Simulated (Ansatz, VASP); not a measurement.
**ZnMo3 in VASP and in Ansatz**

INCAR

```
SYSTEM = ZnMo3
  ALGO = Normal
  EDIFF = 1E-6
  ENCUT = 520
  GGA = PE
  ISIF = 2
  ISMEAR = 0
  LASPH = .True.
  LCHARG = .True.
  LELF = .True.
  LREAL = .False.
  LVHAR = .True.
  LWAVE = .False.
  NBANDS = 35
  NELM = 100
  PREC = Accurate
  SIGMA = 0.1
```

File KPOINTS:

```
k-points
0
Gamma
  10 10 10
  0 0 0
```

POSCAR

```
ZnMo3
1.0
    3.8450088969      0.0000000000      0.0000000000
    0.0000000000      3.8450088969      0.0000000000
    0.0000000000      0.0000000000      3.8450088969
Zn Mo
1 3
Direct
    0.0000000000      0.0000000000      0.0000000000
    0.0000000000      0.5000000000      0.5000000000
    0.5000000000      0.0000000000      0.5000000000
    0.5000000000      0.5000000000      0.0000000000
```

Input for Ansatz:

```yaml
crystal:
  lattice:
    - [3.8450088969, 0.0, 0.0]
    - [0.0, 3.8450088969, 0.0]
    - [0.0, 0.0, 3.8450088969]
  atoms:
    - { symbol: Zn, position: [0.0, 0.0, 0.0] }
    - { symbol: Mo, position: [0.0, 0.5, 0.5] }
    - { symbol: Mo, position: [0.5, 0.0, 0.5] }
    - { symbol: Mo, position: [0.5, 0.5, 0.0] }
basis:
  ecutwfc: 420
kpoints:
  mp_grid: { grid: [10, 10, 10] }
hamiltonian:
  xc: pbe
scf:
  occupations: { method: gaussian, width: 0.1 }
output:
  forces: true
  stress: true
  eigenvalues: true
```

Alike in both runs: task single point; functional PBE; k mesh 10 × 10 × 10; occupations gaussian, width 0.1 eV; no spin polarisation.

```csv
,VASP,Ansatz
version,VASP 6.6.1,Ansatz 0.2.0
potentials or method,"VASP PAW PBE potentials, release 64 (Zn, Mo_sv), cutoff 520 eV","scalar-relativistic, plane waves, PAW"
valence electrons in the cell,54,54
```

```csv
,VASP,Ansatz,Ansatz less VASP
gap on the k mesh at the Fermi level (eV),none,none,-
pressure (GPa),17.9,17.1,-0.76
```

A gap of «none» marks a metal or a gap that the smearing closes. With one functional, cell and mesh, what is left measures potentials, basis and numerics.
